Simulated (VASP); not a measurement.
A run of VASP 6.6.1 is set up as follows.

Contents of INCAR:

```
SYSTEM = P
ALGO     = Normal         ! electronic algorithm
EDIFF    = 1E-6           ! SCF threshold, eV
ENCUT    = 500            ! plane-wave cutoff, eV
GGA      = PS             ! functional
GGA_COMPAT= .FALSE.      
ISIF     = 2              ! what is computed and relaxed
ISMEAR   = 0              ! smearing method
IVDW     = 13             ! dispersion correction
LASPH    = .TRUE.         ! aspherical terms in the spheres
LCHARG   = .TRUE.         ! write CHGCAR
LELF     = .TRUE.         ! ELF
LREAL    = .FALSE.        ! projectors in reciprocal space
LVHAR    = .TRUE.       
LWAVE    = .FALSE.        ! write WAVECAR
NBANDS   = 8              ! bands
NELM     = 120            ! most SCF steps
PREC     = Accurate       ! precision mode
SIGMA    = 0.1            ! smearing width, eV
```

KPOINTS

```
k-points
0
G
  20 20 20
  0 0 0
```

POSCAR

```
P
1.0
    2.1082086742      0.0000000000      0.0000000000
    0.0000000000      2.1082086742      0.0000000000
    0.0000000000      0.0000000000      2.1082086742
P
1
Direct
    0.0000000000      0.0000000000      0.0000000000
```

Potentials or basis: VASP PAW PBE potentials, release 64 (P).

Run with:

```console
$ cat potpaw_PBE.64/P/POTCAR > POTCAR
$ mpirun -np 1 vasp_std > vasp.out
```

Question: Estimate the pressure.

Answer: 119.9 GPa.

Question: What does it give for the band gap on the k mesh?

Answer: Zero (an odd number of electrons rules out a gap without spin polarisation).

Question: Estimate the dispersion energy per atom.

Answer: -0.422 eV.

Caveat: the cell stands under pressure; the PAW data sets were made with another functional, which shifts forces and pressure a little.
